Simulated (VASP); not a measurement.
# AlRu in VASP: settings compared, part 2 of 3

VASP 6.6.1. Earlier steps stand in the parts before.

### 3 Single point, PBE+D3(BJ)

Contents of INCAR:

```
ALGO = Normal
EDIFF = 1E-6
ENCUT = 520
GGA = PE
ISIF = 2
ISMEAR = 0
IVDW = 12
LASPH = True
LCHARG = True
LELF = True
LREAL = False
LVHAR = True
LWAVE = False
NBANDS = 16
NELM = 80
PREC = Accurate
SIGMA = 0.1
```

Contents of KPOINTS:

```
k-points
0
Gamma
  6 6 6
```

Contents of POSCAR:

```
AlRu
1.0
    2.9824954400      0.0000000000      0.0000000000
    0.0000000000      2.9824954400      0.0000000000
    0.0000000000      0.0000000000      2.9824954400
Al Ru
1 1
Direct
    0.0000000000      0.0000000000      0.0000000000
    0.5000000000      0.5000000000      0.5000000000
```

Potentials or basis: VASP PAW PBE potentials, release 64 (Al, Ru_pv).

Launch:

```
$ cat potpaw_PBE.64/Al/POTCAR potpaw_PBE.64/Ru_pv/POTCAR > POTCAR
$ mpirun -np 1 vasp_std > vasp.out
```

OUTCAR:

```text
EDIFF = 1E-6
   ENCUT = 520
   GGA = PE
   ISIF = 2
   ISMEAR = 0
   IVDW = 12
   LASPH = True
   LREAL = False
   NELM = 80
   PREC = Accurate
 IVDW          = 12

 ion  position               nearest neighbor table
   1  0.000  0.000  0.000-   2 2.58   2 2.58   2 2.58   2 2.58   2 2.58   2 2.58   2 2.58   2 2.58

   2  0.500  0.500  0.500-   1 2.58   1 2.58   1 2.58   1 2.58   1 2.58   1 2.58   1 2.58   1 2.58

  LATTYP: Found a simple cubic cell.
 ALAT       =     2.9824954400

  Lattice vectors:

 A1 = (   2.9824954400,   0.0000000000,   0.0000000000)
 A2 = (   0.0000000000,   2.9824954400,   0.0000000000)
 A3 = (   0.0000000000,   0.0000000000,   2.9824954400)

Analysis of symmetry for initial positions (statically):
=====================================================================
 Subroutine PRICEL returns:
 Original cell was already a primitive cell.

 Routine SETGRP: Setting up the symmetry group for a
 simple cubic supercell.

 Subroutine GETGRP returns: Found 48 space group operations
 (whereof 48 operations were pure point group operations)
 out of a pool of 48 trial point group operations.

The static configuration has the point symmetry O_h .

Analysis of symmetry for dynamics (positions and initial velocities):
=====================================================================
 Subroutine PRICEL returns:
 Original cell was already a primitive cell.

 Routine SETGRP: Setting up the symmetry group for a
 simple cubic supercell.

 Subroutine GETGRP returns: Found 48 space group operations
 (whereof 48 operations were pure point group operations)
 out of a pool of 48 trial point group operations.

The dynamic configuration has the point symmetry O_h .

 Subroutine INISYM returns: Found 48 space group operations
 (whereof 48 operations are pure point group operations),
 and found     1 'primitive' translations

----------------------------------------------------------------------------------------

                                     Primitive cell

  volume of cell :      26.5301

  direct lattice vectors                    reciprocal lattice vectors
     2.982495440  0.000000000  0.000000000     0.335289700  0.000000000  0.000000000
     0.000000000  2.982495440  0.000000000     0.000000000  0.335289700  0.000000000
     0.000000000  0.000000000  2.982495440     0.000000000  0.000000000  0.335289700

  length of vectors
     2.982495440  2.982495440  2.982495440     0.335289700  0.335289700  0.335289700

  position of ions in fractional coordinates (direct lattice)
     0.000000000  0.000000000  0.000000000
     0.500000000  0.500000000  0.500000000

  ion indices of the primitive-cell ions
   primitive index   ion index
                 1           1
                 2           2

----------------------------------------------------------------------------------------

 KPOINTS: k-points

Automatic generation of k-mesh.
 Grid dimensions read from file:
 generate k-points for:    6    6    6

 Generating k-lattice:

  Cartesian coordinates                     Fractional coordinates (reciprocal lattice)
     0.055881617  0.000000000  0.000000000     0.166666667  0.000000000  0.000000000
     0.000000000  0.055881617  0.000000000     0.000000000  0.166666667  0.000000000
     0.000000000  0.000000000  0.055881617     0.000000000  0.000000000  0.166666667

  Length of vectors
     0.055881617  0.055881617  0.055881617

  Shift w.r.t. Gamma in fractional coordinates (k-lattice)
     0.000000000  0.000000000  0.000000000

 Subroutine IBZKPT returns following result:
 ===========================================

 Found     20 irreducible k-points:

 Following reciprocal coordinates:
            Coordinates               Weight
  0.000000  0.000000  0.000000      1.000000
  0.166667  0.000000  0.000000      6.000000
  0.333333  0.000000  0.000000      6.000000
  0.500000  0.000000  0.000000      3.000000
  0.166667  0.166667  0.000000     12.000000
  0.333333  0.166667  0.000000     24.000000
[... 12 lines left out ...]
  0.500000  0.500000  0.333333      6.000000
  0.500000  0.500000  0.500000      1.000000
   k-points           NKPTS =     20   k-points in BZ     NKDIM =     20   number of bands    NBANDS=     16
   number of dos      NEDOS =    301   number of ions     NIONS =      2
   total plane-waves  NPLWV =  13824
   dimension x,y,z NGX =    24 NGY =   24 NGZ =   24
   dimension x,y,z NGXF=    48 NGYF=   48 NGZF=   48
   ions per type =               1   1
   NGX,Y,Z   is equivalent  to a cutoff of  13.38, 13.38, 13.38 a.u.
   NGXF,Y,Z  is equivalent  to a cutoff of  26.76, 26.76, 26.76 a.u.
 SYSTEM =  unknown system
   PREC   = accura    normal or accurate (medium, high low for compatibility)
   ISTART =      0    job   : 0-new  1-cont  2-samecut
   ICHARG =      2    charge: 1-file 2-atom 10-const
   ISPIN  =      1    spin polarized calculation?
   LNONCOLLINEAR =      F non collinear calculations
   LSORBIT =      F    spin-orbit coupling
   LASPH  =      T    aspherical Exc in radial PAW
   ENCUT  =  520.0 eV  38.22 Ry    6.18 a.u.   5.55  5.55  5.55*2*pi/ulx,y,z
   NELM   =     80;   NELMIN=  2; NELMDL= -5     # of ELM steps
   EDIFF  = 0.1E-05   stopping-criterion for ELM
   LREAL  =      F    real-space projection
[... 7 lines left out ...]
   TEBEG  =    0.0;   TEEND  =   0.0 temperature during run
   PSTRESS=    0.0 pullay stress
   NELECT =      17.0000    total number of electrons
   NUPDOWN=      -1.0000    fix difference up-down
   EMIN   =  10.00;   EMAX   =-10.00  energy-range for DOS
   EFERMI =   0.00;   METHOD = LEGACY
   ISMEAR =     0;   SIGMA  =   0.10  broadening in eV -4-tet -1-fermi 0-gaus
   EFERMI_NEDOS =   21; number of points for ismear=-14 and -15
   IALGO  =     38    algorithm
   IMIX   =      4    mixing-type and parameters
     AMIX     =   0.40;   BMIX     =  1.00
     AMIX_MAG =   1.60;   BMIX_MAG =  1.00
  volume/ion in A,a.u.               =      13.27        89.52
  Fermi-wavevector in a.u.,A,eV,Ry     =   1.411382  2.667126 27.102807  1.992000
  Thomas-Fermi vector in A             =   2.533239
   LORBIT       =      0    0 simple, 1 ext, 2 COOP (PROOUT), +10 PAW based schemes
   GGA     = PE    functional components
   LHFCALC =     F    Hartree Fock is set to
   AEXX    =    0.0000 exact exchange contribution
   IVDW    =    12    specifies the selected vdW correction
   LEPSILON=     F    determine dielectric tensor
   LRPA    =     F    only Hartree local field effects (RPA)
 non-spin polarized calculation
 Gauss-broadening in eV      SIGMA  =   0.10
  energy-cutoff  :      520.00
  volume of cell :       26.53
 maximum number of plane-waves:       739
 NGX is ok and might be reduce to    24
   NGX = 11   NGY = 11   NGZ = 11

 number of electron      16.9999995 magnetization

 Free energy of the ion-electron system (eV)
  ---------------------------------------------------
  ext. energy  EPLUGINS =         0.00000000
  ---------------------------------------------------
  free energy    TOTEN  =       -14.25316489 eV

  energy without entropy =      -14.24009175  energy(sigma->0) =      -14.24662832

 E-fermi :  10.7153     XC(G=0): -12.6154

 val. band max:       10.7127348122   @ k =   0.3333   0.1667   0.0000
 cond. band min:      10.7909211643   @ k =   0.5000   0.1667   0.0000
 fundamental gap:      0.0781863521
 Fermi energy:        10.7152507577

 k-point     1 :       0.0000    0.0000    0.0000
  band No.  band energies     occupation
      1     -30.9351      2.00000
      2     -30.9351      2.00000
      3     -30.9351      2.00000
      4       1.1160      2.00000
      5       7.2374      2.00000
      6       7.2374      2.00000
[... 8 lines left out ...]
     15      22.9243      0.00000
     16      26.1289      0.00000

 k-point     2 :       0.1667    0.0000    0.0000
  band No.  band energies     occupation
      1     -30.9897      2.00000
      2     -30.9305      2.00000
      3     -30.9305      2.00000
      4       1.6453      2.00000
      5       7.3714      2.00000
      6       7.4187      2.00000
[... 8 lines left out ...]
     15      23.1788      0.00000
     16      27.8744      0.00000
[... 311 lines left out ...]
      5       6.5781      2.00000
      6       6.5781      2.00000
[... 8 lines left out ...]
     15      20.8710      0.00000
     16      22.9229      0.00000

 k-point    20 :       0.5000    0.5000    0.5000
  band No.  band energies     occupation
      1     -31.0998      2.00000
      2     -31.0998      2.00000
      3     -31.0998      2.00000
      4       6.1555      2.00000
      5       6.1555      2.00000
      6       6.1555      2.00000
[... 8 lines left out ...]
     15      19.4529      0.00000
     16      22.8343      0.00000

------------------------ aborting loop because EDIFF is reached ----------------------------------------

 Edisp (eV)   -1.03976

 E8    (eV) :    -0.4708

  FORCE on cell =-STRESS in cart. coord.  units (eV):
  Direction    XX          YY          ZZ          XY          YZ          ZX
  --------------------------------------------------------------------------------------
  -------------------------------------------------------------------------------------
  Total      -0.34270    -0.34270    -0.34270    -0.00000    -0.00000     0.00000
  in kB     -20.69587   -20.69587   -20.69587    -0.00000    -0.00000     0.00000
  external pressure =      -20.70 kB  Pullay stress =        0.00 kB

 VOLUME and BASIS-vectors are now :
 -----------------------------------------------------------------------------
  energy-cutoff  :      520.00
  volume of cell :       26.53
      direct lattice vectors                 reciprocal lattice vectors
     2.982495440  0.000000000  0.000000000     0.335289700  0.000000000  0.000000000
     0.000000000  2.982495440  0.000000000     0.000000000  0.335289700  0.000000000
     0.000000000  0.000000000  2.982495440     0.000000000  0.000000000  0.335289700

 POSITION                                       TOTAL-FORCE (eV/Angst)
 -----------------------------------------------------------------------------------
      0.00000      0.00000      0.00000         0.000000      0.000000      0.000000
      1.49125      1.49125      1.49125         0.000000      0.000000      0.000000
 -----------------------------------------------------------------------------------
    total drift:                                0.000000     -0.000000     -0.000000

  FREE ENERGIE OF THE ION-ELECTRON SYSTEM (eV)
  ---------------------------------------------------
  free  energy   TOTEN  =       -15.2929228226 eV

  energy  without entropy=      -15.2798496830  energy(sigma->0) =      -15.28638625
```

Wall time 4.2 s (1 thread of Intel Xeon 6975P-C, shared host); peak memory 0.15 GiB.

What came out:

* Free energy: -15.2929 eV
* Pressure: -2.1 GPa
* Dispersion energy per atom: -0.520 eV

Levels at points of the mesh, in eV from the Fermi level:
| k point | band 5 | band 6 | band 7 | band 8 | band 9 | band 10 | band 11 | band 12 |
| --- | --- | --- | --- | --- | --- | --- | --- | --- |
| (0.00, 0.00, 0.00) | -3.48 | -3.48 | 0.30 | 0.30 | 0.30 | 6.25 | 6.25 | 6.25 |
| (0.50, 0.00, 0.00) | -5.38 | -2.66 | -1.50 | -1.50 | 0.56 | 2.46 | 7.57 | 11.21 |
| (0.50, 0.50, 0.00) | -2.96 | -1.24 | -1.24 | -1.06 | -1.06 | 1.69 | 5.51 | 6.44 |
| (0.50, 0.50, 0.50) | -4.56 | -4.56 | 1.79 | 1.79 | 2.75 | 4.29 | 4.29 | 4.29 |

Caveat: pairwise dispersion overbinds metals, which lowers pressure and volume.

### 4 Single point, PBE

This run uses another cell than the first one, of 13.71 Å³/atom, 1.033 times its volume.

Contents of INCAR:

```
PREC = Accurate
ENCUT = 520
EDIFF = 1E-7
ISMEAR = -5
SIGMA = 0.1
LREAL = False
LASPH = True
NELM = 100
ALGO = Normal
ISIF = 2
LWAVE = False
LCHARG = False
GGA = PE
NBANDS = 16
```

Contents of KPOINTS:

```
Automatic mesh
0
Gamma
  4 4 4
```

Contents of POSCAR:

```
AlRu
1.0
    2.9990673665      0.0109944932     -0.0465078834
    0.0109944932      3.0076346069     -0.0290857447
   -0.0465078834     -0.0290857447      3.0399057272
Al Ru
1 1
Direct
    0.0000000000      0.0000000000      0.0000000000
    0.5000000000      0.5000000000      0.5000000000
```

Launch:

```
$ cat potpaw_PBE.64/Al/POTCAR potpaw_PBE.64/Ru_pv/POTCAR > POTCAR
$ mpirun -np 1 vasp_std > vasp.out
```

It took 6.4 s on 1 thread of Intel Xeon 6975P-C, shared host; peak memory 0.15 GiB.

Results (log left out):

```
Free energy : -14.4293 eV
Pressure    : -3.5 GPa
```

Stress tensor (GPa, compression positive):
```
-2.55 -0.91  3.95
-0.91 -3.36  2.43
 3.95  2.43 -4.64
```

Levels at points of the mesh, in eV from the Fermi level:
| k point | band 6 | band 7 | band 8 | band 9 | band 10 | band 11 | band 12 | band 13 |
| --- | --- | --- | --- | --- | --- | --- | --- | --- |
| (0.00, 0.00, 0.00) | -3.48 | 0.06 | 0.10 | 0.23 | 5.65 | 5.96 | 6.06 | 10.75 |
| (0.50, 0.00, 0.00) | -2.69 | -1.70 | -1.54 | 0.35 | 2.26 | 7.36 | 10.59 | 10.92 |
| (0.00, 0.50, 0.00) | -2.69 | -1.73 | -1.49 | 0.36 | 2.22 | 7.37 | 10.60 | 11.01 |
| (0.50, 0.50, 0.00) | -1.43 | -1.33 | -1.23 | -1.22 | 1.50 | 5.22 | 6.00 | 10.08 |
| (0.00, 0.00, 0.50) | -2.75 | -1.56 | -1.51 | 0.41 | 2.04 | 7.37 | 10.85 | 10.98 |
| (0.50, 0.00, 0.50) | -1.65 | -1.22 | -1.16 | -1.11 | 1.43 | 5.02 | 6.00 | 10.35 |
| (0.00, 0.50, 0.50) | -1.59 | -1.31 | -1.13 | -1.09 | 1.41 | 5.02 | 5.94 | 10.39 |
| (0.50, 0.50, 0.50) | -4.51 | 1.49 | 1.58 | 2.28 | 3.73 | 4.10 | 4.29 | 7.98 |

Caveat: the k points lie up to 0.52 Å⁻¹ apart; tetrahedron occupations give inexact forces and stress in metals.

(Continued in part 3 of 3.)
